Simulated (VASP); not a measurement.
Runs of VASP 6.6.1 on W. The structure is that of space group Im-3m (No. 229), or close to it. The cells are those of the table. 

```csv
cell,gap on the mesh (eV),pressure (GPa)
"a = 2.685 Å, angles 109.5°, 1 atom",none,21.0
"a = 2.704 Å, angles 109.5°, 1 atom",none,13.0
"a = 2.741 Å, angles 109.5°, 1 atom",none,-0.7
"a = 2.759 Å, angles 109.5°, 1 atom",none,-6.7
"a = 2.794 Å, angles 109.5°, 1 atom",none,-17.0
"a = 2.777 Å, angles 109.5°, 1 atom",none,(a)
"a = 2.722 Å, angles 109.5°, 1 atom",none,(b)
```

Alike in all rows: task single point; level PBE+D3(BJ); potentials or basis VASP PAW PBE potentials, release 64 (W_sv); no spin polarisation; k mesh 12 × 12 × 12; cutoff (eV) 520; smearing methfessel-paxton 0.1 eV.

**Question.** Estimate the missing entries.

**Answer.** (a) -12.1; (b) 5.8.

Caveats: three body term missing; spin-orbit coupling is left out, which moves the levels of the heavy elements; pairwise dispersion overbinds metals, which lowers pressure and volume.

A k mesh can miss the band edges, and the runs leave out spin-orbit coupling on W.

A gap of «none» marks levels without a gap at the run's occupations.
